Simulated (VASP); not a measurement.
Crystal: Te.

```
CELL_PARAMETERS angstrom
3.87919 0.00000 0.00000
-1.93959 3.35947 0.00000
0.00000 0.00000 6.58470
ATOMIC_POSITIONS crystal
Te 0.00000 0.00000 0.61037
Te 0.00000 0.00000 0.38963
Te 0.33333 0.66667 0.00000
Te 0.66667 0.33333 0.00000
```

The cell was built from a structure type or drawn by symmetry, and may not be a known phase.

```yaml
Program: VASP 6.6.1
Task: relaxation of cell and atoms
Functional: PBE
Potentials_or_basis: VASP PAW PBE potentials, release 64 (Te)
Cutoff: 500 eV
k_mesh: 6 × 6 × 4
Occupations: gaussian, width 0.1 eV
Spin: no spin polarisation
```

At the start: pressure 239.6 GPa; volume 21.45 Å³/atom.

Q: Where does the relaxation end?

A: Over 30 steps the energy falls by 16624.3 meV/atom and the volume is 37.91 Å³/atom (+76.7 %); space group P6/mmm (No. 191, to 0.1 Å) before and after.

Step by step:
```csv
step,energy change (eV),largest force (eV/Å),pressure (GPa),volume (Å³)
1,0.0000,185.6734,239.55,85.81
2,-33.5390,93.4811,5.49,997.00
3,-62.4283,0.4354,-0.23,310.63
4,-62.4018,0.4125,-0.09,304.66
5,-62.2369,0.3282,0.82,273.63
6,-62.2697,0.3389,0.66,278.53
7,-62.5011,0.4160,-0.53,288.48
8,-62.5787,0.5497,-1.39,297.67
9,-62.8720,0.8718,-1.66,284.05
10,-64.2688,1.2054,-2.60,241.25
11,-65.8428,2.3835,5.42,146.73
12,-65.2543,0.6655,-2.43,199.99
13,-65.8916,0.3324,-0.92,173.82
14,-66.1581,0.5033,0.87,160.39
15,-66.1694,0.9862,1.71,156.39
16,-66.1466,0.0973,-3.31,175.58
17,-66.2632,0.4524,-1.07,164.85
18,-66.3848,0.5567,-0.91,159.31
19,-66.0408,0.3099,4.07,142.49
20,-66.4221,0.6454,-0.39,155.60
21,-66.4232,0.3183,0.61,150.41
22,-66.4390,0.5443,-0.01,153.10
23,-66.4825,0.0335,0.58,149.78
24,-66.4826,0.0299,0.62,149.65
25,-66.4924,0.0858,-0.42,153.58
26,-66.4943,0.0697,-0.13,152.41
27,-66.4953,0.0792,0.02,151.79
28,-66.4954,0.0818,0.08,151.55
29,-66.4963,0.0626,0.08,151.57
30,-66.4971,0.0025,0.07,151.64
```

Final structure:
```yaml
crystal:
  lattice:
    - [5.36338, 0.00000, 0.00000]
    - [-2.68169, 4.64482, 0.00000]
    - [0.00000, 0.00000, 6.08694]
  atoms:
    - { symbol: Te, position: [0.00000, 0.00000, 0.73563] }
    - { symbol: Te, position: [0.00000, 0.00000, 0.26437] }
    - { symbol: Te, position: [0.33333, 0.66667, 0.00000] }
    - { symbol: Te, position: [0.66667, 0.33333, 0.00000] }
```

Caveat: the volume moved by over 15 % at a fixed basis, so the end points are rough.
